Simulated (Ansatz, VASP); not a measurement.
Ga in VASP and in Ansatz

File INCAR:

```
  PREC = Accurate
  ENCUT = 520
  EDIFF = 1E-6
  ISMEAR = -1
  SIGMA = 0.1
  LREAL = False
  LASPH = True
  NELM = 80
  ALGO = Normal
  ISIF = 2
  LWAVE = False
  LCHARG = False
  GGA = RP
  NBANDS = 20
```

KPOINTS

```
Automatic mesh
0
Gamma
  10 10 10
```

POSCAR

```
Ga
1.0
    0.0000000000      2.9040146843      2.9040146843
    2.9040146843      0.0000000000      2.9040146843
    2.9040146843      2.9040146843      0.0000000000
Ga
2
Direct
    0.1250000000      0.1250000000      0.1250000000
    0.8750000000      0.8750000000      0.8750000000
```

Input for Ansatz:

```yaml
crystal:
  lattice:
    - [0.0, 2.9040146843, 2.9040146843]
    - [2.9040146843, 0.0, 2.9040146843]
    - [2.9040146843, 2.9040146843, 0.0]
  atoms:
    - { symbol: Ga, position: [0.125, 0.125, 0.125] }
    - { symbol: Ga, position: [0.875, 0.875, 0.875] }
hamiltonian:
  xc: rpbe
  pseudopotentials:
    kind: paw
    azcp:
      Ga: "pseudopotentials/Ga.paw.azcp"
basis:
  ecutwfc: 420
  fft_grid_basis: typed
kpoints:
  mp_grid: { grid: [10, 10, 10], shift: [0, 0, 0] }
magnetization:
  spin_polarized: false
scf:
  occupations: { method: fermi_dirac, width: 0.1 }
  lower_state_search: "off"
output:
  stress: true
```

Alike in both runs: task single point; functional RPBE; k mesh 10 × 10 × 10; occupations fermi-dirac, width 0.1 eV; no spin polarisation.

```csv
,VASP,Ansatz
version,VASP 6.6.1,Ansatz 0.2.0
potentials or method,"VASP PAW PBE potentials, release 64 (Ga_d), cutoff 520 eV","plane waves (420 eV) with PAW, scalar-relativistic"
valence electrons in the cell,26,26
```

```csv
,VASP,Ansatz,Ansatz less VASP
pressure (GPa),3.3,3.1,-0.13
```

VASP's potentials were made for PBE, not for RPBE. The functional is the same, so the differences come from potentials, cutoffs and numerics.
